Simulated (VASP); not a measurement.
# Ca2SiN2 (P4/mmm) in VASP: further runs

Ca2SiN2 is run at these levels: PBE; tasks: single point, relaxation of cell and atoms.

Program: VASP 6.6.1. These are calculated values, not measurements. Logs are shortened: lines on timing, memory, paths and dates and some standing lists are left out, and cuts for length are marked.

## (1) The cell of the first run

Symmetry: P4/mmm, No. 123, tetragonal system. Conventional cell: a = 4.126 Å, b = 4.126 Å, c = 4.700 Å, α = 90.00°, β = 90.00°, γ = 90.00°. Within 2.8 Å of Ca (site symmetry mmm) lie 4 N at 2.14 Å. Within 2.4 Å of Si (site symmetry 4/mmm) lie 2 N at 1.79 Å. N (site symmetry 4mm) has 1 N at 1.11 Å within 1.5 Å.

The cell was generated, and may not be a known phase.

## (2) Single point, PBE

Input file INCAR:

```
  PREC = Accurate
  ENCUT = 600
  EDIFF = 1E-6
  ISMEAR = 0
  SIGMA = 0.1
  LREAL = F
  LASPH = T
  NELM = 120
  ALGO = Normal
  ISIF = 2
  LWAVE = F
  LCHARG = T
  GGA = PE
  LELF = T
  LVHAR = T
  NBANDS = 25
  GGA_COMPAT = F
```

Input file KPOINTS:

```
Automatic mesh
0
Gamma
  4 4 4
```

Input file POSCAR:

```
Ca2SiN2
1.0
    4.1263992900      0.0000000000      0.0000000000
    0.0000000000      4.1263992900      0.0000000000
    0.0000000000      0.0000000000      4.6995069800
Ca Si N
2 1 2
Direct
    0.0000000000      0.5000000000      0.0000000000
    0.5000000000      0.0000000000      0.0000000000
    0.5000000000      0.5000000000      0.5000000000
    0.5000000000      0.5000000000      0.8819473900
    0.5000000000      0.5000000000      0.1180526100
```

Potentials or basis: VASP PAW PBE potentials, release 64 (Ca_sv, Si, N).

Command:

```bash
$ cat potpaw_PBE.64/Ca_sv/POTCAR potpaw_PBE.64/Si/POTCAR potpaw_PBE.64/N/POTCAR > POTCAR
$ mpirun -np 1 vasp_std > vasp.out
```

OUTCAR:

```text
PREC = Accurate
   ENCUT = 600
   EDIFF = 1E-6
   ISMEAR = 0
   LREAL = F
   LASPH = T
   NELM = 120
   ISIF = 2
   GGA = PE

 ion  position               nearest neighbor table
   1  0.000  0.500  0.000-   4 2.14   5 2.14   4 2.14   5 2.14   2 2.92   2 2.92   2 2.92   2 2.92
                             3 3.13   3 3.13   3 3.13   3 3.13
   2  0.500  0.000  0.000-   4 2.14   5 2.14   4 2.14   5 2.14   1 2.92   1 2.92   1 2.92   1 2.92
                             3 3.13   3 3.13   3 3.13   3 3.13
   3  0.500  0.500  0.500-   4 1.79   5 1.79   1 3.13   2 3.13   1 3.13   2 3.13   2 3.13   2 3.13
                             1 3.13   1 3.13
   4  0.500  0.500  0.882-   5 1.11   3 1.79   1 2.14   2 2.14   2 2.14   1 2.14
   5  0.500  0.500  0.118-   4 1.11   3 1.79   1 2.14   2 2.14   2 2.14   1 2.14

  LATTYP: Found a simple tetragonal cell.
 ALAT       =     4.1263992900
 C/A-ratio  =     1.1388880837

  Lattice vectors:

 A1 = (   4.1263992900,   0.0000000000,   0.0000000000)
 A2 = (   0.0000000000,   4.1263992900,   0.0000000000)
 A3 = (   0.0000000000,   0.0000000000,   4.6995069800)

Analysis of symmetry for initial positions (statically):
=====================================================================
 Subroutine PRICEL returns:
 Original cell was already a primitive cell.

 Routine SETGRP: Setting up the symmetry group for a
 simple tetragonal supercell.

 Subroutine GETGRP returns: Found 16 space group operations
 (whereof 16 operations were pure point group operations)
 out of a pool of 16 trial point group operations.

The static configuration has the point symmetry D_4h.

Analysis of symmetry for dynamics (positions and initial velocities):
=====================================================================
 Subroutine PRICEL returns:
 Original cell was already a primitive cell.

 Routine SETGRP: Setting up the symmetry group for a
 simple tetragonal supercell.

 Subroutine GETGRP returns: Found 16 space group operations
 (whereof 16 operations were pure point group operations)
 out of a pool of 16 trial point group operations.

The dynamic configuration has the point symmetry D_4h.

 Subroutine INISYM returns: Found 16 space group operations
 (whereof 16 operations are pure point group operations),
 and found     1 'primitive' translations

----------------------------------------------------------------------------------------

                                     Primitive cell

  volume of cell :      80.0193

  direct lattice vectors                    reciprocal lattice vectors
     4.126399290  0.000000000  0.000000000     0.242342035  0.000000000  0.000000000
     0.000000000  4.126399290  0.000000000     0.000000000  0.242342035  0.000000000
     0.000000000  0.000000000  4.699506980     0.000000000  0.000000000  0.212788278

  length of vectors
     4.126399290  4.126399290  4.699506980     0.242342035  0.242342035  0.212788278

  position of ions in fractional coordinates (direct lattice)
     0.000000000  0.500000000  0.000000000
     0.500000000  0.000000000  0.000000000
     0.500000000  0.500000000  0.500000000
     0.500000000  0.500000000  0.881947390
     0.500000000  0.500000000  0.118052610

  ion indices of the primitive-cell ions
   primitive index   ion index
                 1           1
                 2           2
                 3           3
                 4           4
                 5           5

----------------------------------------------------------------------------------------

 KPOINTS: Automatic mesh

Automatic generation of k-mesh.
 Grid dimensions read from file:
 generate k-points for:    4    4    4

 Generating k-lattice:

  Cartesian coordinates                     Fractional coordinates (reciprocal lattice)
     0.060585509  0.000000000  0.000000000     0.250000000  0.000000000  0.000000000
     0.000000000  0.060585509  0.000000000     0.000000000  0.250000000  0.000000000
     0.000000000  0.000000000  0.053197070     0.000000000  0.000000000  0.250000000

  Length of vectors
     0.060585509  0.060585509  0.053197070

  Shift w.r.t. Gamma in fractional coordinates (k-lattice)
     0.000000000  0.000000000  0.000000000

 Subroutine IBZKPT returns following result:
 ===========================================

 Found     18 irreducible k-points:

 Following reciprocal coordinates:
            Coordinates               Weight
  0.000000  0.000000  0.000000      1.000000
  0.250000  0.000000  0.000000      4.000000
  0.500000  0.000000  0.000000      2.000000
  0.250000  0.250000  0.000000      4.000000
  0.500000  0.250000  0.000000      4.000000
  0.500000  0.500000  0.000000      1.000000
[... 10 lines left out ...]
  0.500000  0.250000  0.500000      4.000000
  0.500000  0.500000  0.500000      1.000000
   k-points           NKPTS =     18   k-points in BZ     NKDIM =     18   number of bands    NBANDS=     25
   number of dos      NEDOS =    301   number of ions     NIONS =      5
   total plane-waves  NPLWV =  51840
   dimension x,y,z NGX =    36 NGY =   36 NGZ =   40
   dimension x,y,z NGXF=    72 NGYF=   72 NGZF=   80
   ions per type =               2   1   2
   NGX,Y,Z   is equivalent  to a cutoff of  14.50, 14.50, 14.15 a.u.
   NGXF,Y,Z  is equivalent  to a cutoff of  29.01, 29.01, 28.30 a.u.
 SYSTEM =  unknown system
   PREC   = accura    normal or accurate (medium, high low for compatibility)
   ISTART =      0    job   : 0-new  1-cont  2-samecut
   ICHARG =      2    charge: 1-file 2-atom 10-const
   ISPIN  =      1    spin polarized calculation?
   LNONCOLLINEAR =      F non collinear calculations
   LSORBIT =      F    spin-orbit coupling
   LASPH  =      T    aspherical Exc in radial PAW
   ENCUT  =  600.0 eV  44.10 Ry    6.64 a.u.   8.24  8.24  9.39*2*pi/ulx,y,z
   NELM   =    120;   NELMIN=  2; NELMDL= -5     # of ELM steps
   EDIFF  = 0.1E-05   stopping-criterion for ELM
   LREAL  =      F    real-space projection
   EDIFFG = 0.1E-04   stopping-criterion for IOM
   NSW    =      0    number of steps for IOM
   IBRION =     -1    ionic relax: 0-MD 1-quasi-New 2-CG
   NFREE  =      0    steps in history (QN), initial steepest desc. (CG)
   ISIF   =      2    stress and relaxation
   ISYM   =      2    0-nonsym 1-usesym 2-fastsym
   POTIM  = 0.5000    time-step for ionic-motion
   TEBEG  =    0.0;   TEEND  =   0.0 temperature during run
   PSTRESS=    0.0 pullay stress
   NELECT =      34.0000    total number of electrons
   NUPDOWN=      -1.0000    fix difference up-down
   EMIN   =  10.00;   EMAX   =-10.00  energy-range for DOS
   EFERMI =   0.00;   METHOD = LEGACY
   ISMEAR =     0;   SIGMA  =   0.10  broadening in eV -4-tet -1-fermi 0-gaus
   EFERMI_NEDOS =   21; number of points for ismear=-14 and -15
   IALGO  =     38    algorithm
   IMIX   =      4    mixing-type and parameters
     AMIX     =   0.40;   BMIX     =  1.00
     AMIX_MAG =   1.60;   BMIX_MAG =  1.00
  volume/ion in A,a.u.               =      16.00       108.00
  Fermi-wavevector in a.u.,A,eV,Ry     =   1.230749  2.325779 20.609335  1.514743
  Thomas-Fermi vector in A             =   2.365586
   LORBIT       =      0    0 simple, 1 ext, 2 COOP (PROOUT), +10 PAW based schemes
   GGA     = PE    functional components
   LHFCALC =     F    Hartree Fock is set to
   AEXX    =    0.0000 exact exchange contribution
   IVDW    =     0    specifies the selected vdW correction
   LEPSILON=     F    determine dielectric tensor
   LRPA    =     F    only Hartree local field effects (RPA)
 non-spin polarized calculation
 Gauss-broadening in eV      SIGMA  =   0.10
  energy-cutoff  :      600.00
  volume of cell :       80.02
 maximum number of plane-waves:      2682
 NGX is ok and might be reduce to    36
   NGX = 17   NGY = 17   NGZ = 19

 number of electron      34.0000002 magnetization

 Free energy of the ion-electron system (eV)
  ---------------------------------------------------
  ext. energy  EPLUGINS =         0.00000000
  ---------------------------------------------------
  free energy    TOTEN  =       -20.68865603 eV

  energy without entropy =      -20.67872626  energy(sigma->0) =      -20.68369115

 E-fermi :   5.4537     XC(G=0):  -9.8416

 val. band max:        5.4239658285   @ k =   0.5000   0.5000   0.2500
 cond. band min:       5.5741846454   @ k =   0.5000   0.0000   0.5000
 fundamental gap:      0.1502188170
 Fermi energy:         5.4536762168

 k-point     1 :       0.0000    0.0000    0.0000
  band No.  band energies     occupation
      1     -35.5498      2.00000
      2     -35.1320      2.00000
      3     -20.3799      2.00000
      4     -17.5821      2.00000
      5     -17.5821      2.00000
      6     -16.5498      2.00000
[... 17 lines left out ...]
     24      10.0319      0.00000
     25      10.2822      0.00000

 k-point     2 :       0.2500    0.0000    0.0000
  band No.  band energies     occupation
      1     -35.4843      2.00000
      2     -35.1880      2.00000
      3     -20.9943      2.00000
      4     -17.4662      2.00000
      5     -16.8080      2.00000
      6     -16.4715      2.00000
[... 17 lines left out ...]
     24      10.7664      0.00000
     25      11.4014      0.00000

 k-point     3 :       0.5000    0.0000    0.0000
  band No.  band energies     occupation
      1     -35.3438      2.00000
      2     -35.3191      2.00000
      3     -21.4205      2.00000
      4     -17.3123      2.00000
      5     -16.5790      2.00000
      6     -16.5147      2.00000
[... 384 lines left out ...]
 k-point    17 :       0.5000    0.2500    0.5000
  band No.  band energies     occupation
      1     -35.3291      2.00000
      2     -35.3167      2.00000
      3     -21.8701      2.00000
      4     -16.9745      2.00000
      5     -16.6090      2.00000
      6     -16.3114      2.00000
[... 17 lines left out ...]
     24       9.1329      0.00000
     25      10.0814      0.00000

 k-point    18 :       0.5000    0.5000    0.5000
  band No.  band energies     occupation
      1     -35.3147      2.00000
      2     -35.3147      2.00000
      3     -22.2348      2.00000
      4     -17.1491      2.00000
      5     -16.2766      2.00000
      6     -16.2766      2.00000
[... 17 lines left out ...]
     24       8.7450      0.00000
     25       9.8725      0.00000

------------------------ aborting loop because EDIFF is reached ----------------------------------------

  FORCE on cell =-STRESS in cart. coord.  units (eV):
  Direction    XX          YY          ZZ          XY          YZ          ZX
  --------------------------------------------------------------------------------------
  -------------------------------------------------------------------------------------
  Total       21.6125489     21.6125489     31.1337821      0.0000000      0.0000000      0.0000000
  in kB      432.7347511    432.7347511    623.3725360      0.0000000      0.0000000      0.0000000
  external PRESSURE =     496.2806794 kB  Pullay stress =       0.0000000 kB

 VOLUME and BASIS-vectors are now :
 -----------------------------------------------------------------------------
  energy-cutoff  :      600.00
  volume of cell :       80.02
      direct lattice vectors                 reciprocal lattice vectors
     4.126399290  0.000000000  0.000000000     0.242342035  0.000000000  0.000000000
     0.000000000  4.126399290  0.000000000     0.000000000  0.242342035  0.000000000
     0.000000000  0.000000000  4.699506980     0.000000000  0.000000000  0.212788278

 POSITION                                       TOTAL-FORCE (eV/Angst)
 -----------------------------------------------------------------------------------
      0.00000      2.06320      0.00000         0.000000     -0.000000      0.000000
      2.06320      0.00000      0.00000         0.000000     -0.000000      0.000000
      2.06320      2.06320      2.34975         0.000000     -0.000000      0.000000
      2.06320      2.06320      4.14472         0.000000      0.000000    -20.933537
      2.06320      2.06320      0.55479         0.000000     -0.000000     20.933537
 -----------------------------------------------------------------------------------
    total drift:                                0.000000      0.000000     -0.000000

  FREE ENERGIE OF THE ION-ELECTRON SYSTEM (eV)
  ---------------------------------------------------
  free  energy   TOTEN  =       -20.6886560304 eV

  energy  without entropy=      -20.6787262610  energy(sigma->0) =      -20.68369115
```

Wall time 69 s (1 thread of Oxide Virtual Turin-like, shared host); peak memory 0.2 GiB.

Results:

```yaml
Free_energy: -20.6887 eV
Pressure: 49.6 GPa
Largest_force: 20.934 eV/Å
Band_gap_on_the_k_mesh: zero (bands 17 and 18 overlap by 1.15 eV)
```

Forces on the atoms (eV/Å):
```
Ca    0.000   0.000   0.000
Ca    0.000   0.000   0.000
Si    0.000   0.000   0.000
N     0.000   0.000 -20.934
N     0.000   0.000  20.934
```

Stress tensor (GPa, compression positive):
```
43.27  0.00  0.00
 0.00 43.27  0.00
 0.00  0.00 62.34
```

Caveat: the k points lie up to 0.38 Å⁻¹ apart, too coarse for converged energies and pressures of a metal; the standard files for N, O and F lose accuracy on very short bonds; forces of over 1 eV/Å act on the atoms, so gaps and moduli don't describe the material at rest.

## (3) Single point, PBE

This run uses another cell than the first one, of 23.47 Å³/atom.

Input file INCAR:

```
PREC     = Accurate       # precision mode
ENCUT    = 600            # plane-wave cutoff, eV
EDIFF    = 1E-6           # SCF threshold, eV
ISMEAR   = 0              # smearing method
SIGMA    = 0.1            # smearing width, eV
LREAL    = F              # projectors in reciprocal space
LASPH    = T              # aspherical terms in the spheres
NELM     = 120            # most SCF steps
ALGO     = Normal         # electronic algorithm
ISIF     = 2              # what is computed and relaxed
LWAVE    = F              # write WAVECAR
LCHARG   = F              # write CHGCAR
GGA      = PE             # functional
NBANDS   = 25             # bands
GGA_COMPAT= F
```

Input file KPOINTS:

```
regular mesh
0
Gamma
  4 4 4
```

Input file POSCAR:

```
Ca2SiN2
1.0
    4.7869298919      0.0000000000      0.0000000000
    0.0000000000      4.7869298919      0.0000000000
    0.0000000000      0.0000000000      5.1221160324
Ca Si N
2 1 2
Direct
    0.0000000000      0.5000000000      0.0000000000
    0.5000000000      0.0000000000      0.0000000000
    0.5000000000      0.5000000000      0.5000000000
    0.5000000000      0.5000000000      0.8648073235
    0.5000000000      0.5000000000      0.1351926765
```

Potentials or basis: VASP PAW PBE potentials, release 64 (Ca_sv, Si, N).

Command:

```bash
$ cat potpaw_PBE.64/Ca_sv/POTCAR potpaw_PBE.64/Si/POTCAR potpaw_PBE.64/N/POTCAR > POTCAR
$ mpirun -np 1 vasp_std > vasp.out
```

It took 90 s on 1 thread of Oxide Virtual Turin-like, shared host; peak memory 0.24 GiB.

The run converged. Its results:

```yaml
Free_energy: -25.8176 eV
Pressure: 0.1 GPa
Largest_force: 0.091 eV/Å
Band_gap_on_the_k_mesh: zero (bands 17 and 18 overlap by 1.12 eV)
```

Forces on the atoms (eV/Å):
```
Ca   0.000  0.000  0.000
Ca   0.000  0.000  0.000
Si   0.000  0.000  0.000
N    0.000  0.000 -0.091
N    0.000  0.000  0.091
```

Stress tensor (GPa, compression positive):
```
 0.15  0.00  0.00
 0.00  0.15  0.00
 0.00  0.00 -0.06
```

Levels at points of the mesh, in eV from the Fermi level:
```
           k point  band 15  band 16  band 17  band 18  band 19  band 20
(0.00, 0.00, 0.00)    -2.14    -2.14    -0.79     0.92     0.92     0.93
(0.50, 0.00, 0.00)    -1.65    -1.52    -1.33     0.50     1.14     1.79
(0.50, 0.50, 0.00)    -1.35    -1.00    -1.00    -0.76     0.17     1.47
(0.00, 0.00, 0.50)    -3.15    -3.15    -1.22     1.00     1.91     2.71
(0.50, 0.00, 0.50)    -3.25    -3.02    -0.05     1.42     2.01     2.58
(0.50, 0.50, 0.50)    -2.97    -2.97     0.32     1.10     1.82     1.82
```

## (4) Relaxation of cell and atoms, PBE

Input file INCAR:

```
SYSTEM = Ca2SiN2
PREC = Accurate
ENCUT = 600
EDIFF = 1E-7
ISMEAR = 0
SIGMA = 0.1
LREAL = .False.
LASPH = .True.
NELM = 120
ALGO = Normal
ISIF = 3
LWAVE = .False.
LCHARG = .False.
GGA = PE
IBRION = 2
NSW = 90
EDIFFG = -0.04
GGA_COMPAT = .False.
NELMIN = 4
```

Input file KPOINTS:

```
regular mesh
0
Gamma
  4 4 4
  0 0 0
```

Input file POSCAR:

```
Ca2SiN2
1.0
    4.1263992900      0.0000000000      0.0000000000
    0.0000000000      4.1263992900      0.0000000000
    0.0000000000      0.0000000000      4.6995069800
Ca Si N
2 1 2
Direct
    0.0000000000      0.5000000000      0.0000000000
    0.5000000000      0.0000000000      0.0000000000
    0.5000000000      0.5000000000      0.5000000000
    0.5000000000      0.5000000000      0.8819473900
    0.5000000000      0.5000000000      0.1180526100
```

Command:

```bash
$ cat potpaw_PBE.64/Ca_sv/POTCAR potpaw_PBE.64/Si/POTCAR potpaw_PBE.64/N/POTCAR > POTCAR
$ mpirun -np 1 vasp_std > vasp.out
```

It took 12 min on 1 thread of Oxide Virtual Turin-like, shared host; peak memory 0.21 GiB.

It converged, with:

* Free energy: -27.0396 eV
* Relaxed volume: 23.24 Å³/atom
* Relaxed cell: a = 4.446 Å, b = 4.446 Å, c = 5.878 Å, α = 90.00°, β = 90.00°, γ = 90.00°
* Space group after relaxing (to 0.1 Å): P4/mmm (No. 123)
* Pressure after relaxing: 0.0 GPa
* Band gap on the k mesh: zero (bands 17 and 18 overlap by 0.98 eV)

Final structure:
```
CELL_PARAMETERS angstrom
4.44583 0.00000 0.00000
0.00000 4.44583 0.00000
0.00000 0.00000 5.87791
ATOMIC_POSITIONS crystal
Ca 0.00000 0.50000 0.00000
Ca 0.50000 0.00000 0.00000
Si 0.50000 0.50000 0.50000
N 0.50000 0.50000 0.77719
N 0.50000 0.50000 0.22281
```

Levels at points of the mesh, in eV from the Fermi level:
```csv
k point,band 13,band 14,band 15,band 16,band 17,band 18,band 19,band 20,band 21
"(0.00, 0.00, 0.00)",-4.06,-3.47,-3.47,-3.20,-2.32,-0.34,1.02,2.43,2.52
"(0.50, 0.00, 0.00)",-4.07,-3.36,-3.36,-3.20,-0.18,-0.18,0.60,2.28,2.36
"(0.50, 0.50, 0.00)",-5.08,-3.52,-3.02,-3.02,0.43,0.45,0.45,0.79,1.21
"(0.00, 0.00, 0.50)",-4.32,-4.32,-3.13,-3.13,-1.67,-0.56,1.04,2.35,2.58
"(0.50, 0.00, 0.50)",-4.65,-4.20,-4.10,-3.22,-0.05,0.65,1.44,2.37,2.40
"(0.50, 0.50, 0.50)",-4.40,-4.40,-4.12,-4.12,0.12,1.09,1.61,1.74,1.74
```

Caveat: the k points lie up to 0.35 Å⁻¹ apart in the final cell, too coarse for converged energies and pressures of a metal; the standard files for N, O and F lose accuracy on very short bonds; the volume moved by over 15 % at a fixed basis, so the end points are rough.

(Continued in part 2 of 2.)

The gap in the log of VASP goes by the Fermi energy; the results here count the filled bands.